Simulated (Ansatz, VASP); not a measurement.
# Two plane-wave programs on InCu2

```
In Cu
1.0
     4.32833    0.00000    0.00000
    -2.16416    3.74844    0.00000
     0.00000    0.00000    5.21403
In Cu
2 4
Direct
  0.33333 0.66667 0.75000
  0.66667 0.33333 0.25000
  0.33333 0.66667 0.25000
  0.66667 0.33333 0.75000
  0.00000 0.00000 0.00000
  0.00000 0.00000 0.50000
```

Alike in both runs: functional LDA; k mesh 9 × 9 × 6; occupations fermi-dirac, width 0.05 eV; no spin polarisation.

Ansatz relaxed the structure, and its values are those at the end. VASP's run is a single point on that final structure, the one shown.

|  | VASP | Ansatz |
| --- | --- | --- |
| version | VASP 6.6.1 | Ansatz 0.2.0 |
| potentials or method | VASP PAW LDA potentials, release 64 (In_d, Cu) | PAW with Ansatz's default frozen-core files, scalar-relativistic |
| plane-wave cutoff (eV) | 520 | 420 |
| valence electrons in the cell | 70 | 102 |

```csv
,VASP,Ansatz,Ansatz less VASP
pressure (GPa),0.7,0.0,-0.66
```

LDA's correlation is that of Perdew and Zunger in VASP and of Perdew and Wang (1992) in Ansatz. VASP's potentials hold 70 valence electrons a cell and Ansatz's 102, so a difference there can come from the potentials and not from the codes.
